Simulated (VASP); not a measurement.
Wanted: the native input for a VASP 6.6.1 run.

```
Task                   : single point
Functional             : LDA
Potentials or basis    : VASP PAW LDA potentials, release 64 (Re)
Cutoff                 : 520 eV
k mesh                 : 3 × 2 × 3
Occupations            : fermi-dirac, width 0.1 eV
Spin                   : no spin polarisation
Dipole correction      : no
Further INCAR settings : ALGO = Normal; EDIFF = 1e-06; NBANDS = 58
```

The structure of Re (a cell with a defect) lies in POSCAR:

```
Re
1.0
    5.5200000000      0.0000000000      0.0000000000
   -4.1400000000      7.1706900000      0.0000000000
    0.0000000000      0.0000000000      4.4574000000
Re
13
Direct
    0.0700137282      0.0188638688     -0.1606920276
    0.1864097324      0.2535305286      0.4771826658
   -0.0398244003      0.3068515885      0.0136012594
    0.0910129946      0.5132682804      0.5438031276
   -0.0336628648      0.6499274088      0.0227701982
    0.1742638811      0.8453512190      0.4808947511
    0.4595764218     -0.0001331945      0.0428767578
    0.6299848319      0.1909255798      0.5304847555
    0.5007031270      0.3257175092      0.0180535279
    0.6640882239      0.5425100350      0.5449417288
    0.4292176370      0.6026964087      0.1231101819
    0.8139910061      0.9454302731      0.2809492077
    0.5472187810      0.8008083946      0.7083695658
```

These files were run (other wordings do the same):

INCAR

```
  PREC = Accurate
  ENCUT = 520
  EDIFF = 1E-6
  ISMEAR = -1
  SIGMA = 0.1
  LREAL = False
  LASPH = True
  NELM = 100
  ALGO = Normal
  ISIF = 2
  LWAVE = False
  LCHARG = False
  NBANDS = 58
```

KPOINTS

```
regular mesh
0
Gamma
  3 2 3
```

Potentials or basis: VASP PAW LDA potentials, release 64 (Re).

Launch:

```bash
$ cat potpaw_LDA.64/Re/POTCAR > POTCAR
$ mpirun -np 1 vasp_std > vasp.out
```

It gave:

```
Pressure               : 46.9 GPa
Largest force          : 0.142 eV/Å
Band gap on the k mesh : zero (an odd number of electrons rules out a gap without spin polarisation)
```

Caveat: the k points lie up to 0.47 Å⁻¹ apart, too coarse for converged energies and pressures of a metal; spin-orbit coupling is left out, which moves the levels of the heavy elements.

Wall time 2.8 min on 1 thread of AMD EPYC 7R13 Processor (Zen 3), on a shared host, peak memory 0.23 GiB.
